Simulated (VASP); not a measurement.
Fe:

```xyz
2
Lattice="1.7001 -1.7262 0.0000 1.7001 1.7262 0.0000 0.0000 0.0000 3.7097" Properties=species:S:1:pos:R:3 pbc="T T T"
Fe    1.7001    0.0000    1.8549
Fe    0.0000    0.0000    0.0000
```

Base run:

| Item | Value |
| --- | --- |
| Program | VASP 6.6.1 |
| Functional | LDA |
| Potentials or basis | VASP PAW LDA potentials, release 64 (Fe) |
| Cutoff | 600 eV |
| k mesh | 13 × 13 × 9 |
| Occupations | fermi-dirac, width 0.08 eV |
| Spin | collinear spin, ferrimagnetic start |
| Starting moments | [-1.05, 1.75] μB |
| Fixed moment | 0.7 μB |

Its results: pressure -24.1 GPa; site moments Fe -0.85, +1.54 μB.

Q: The run is repeated on the same cell with these changes: fixed moment from 0.7 μB to 0.4 μB; moments at the start from [-1.05, 1.75] to [-1.2, 1.6]. What comes out?

A: Pressure -23.7 GPa; site moments Fe -1.09, +1.49 μB.

Caveats: the total moment is fixed, so each spin has its own Fermi level and the state may be an excited one; the stress differs along the axes, from -30 to -20 GPa (at least some runs); the stress differs along the axes, from -29 to -20 GPa (at least some runs).
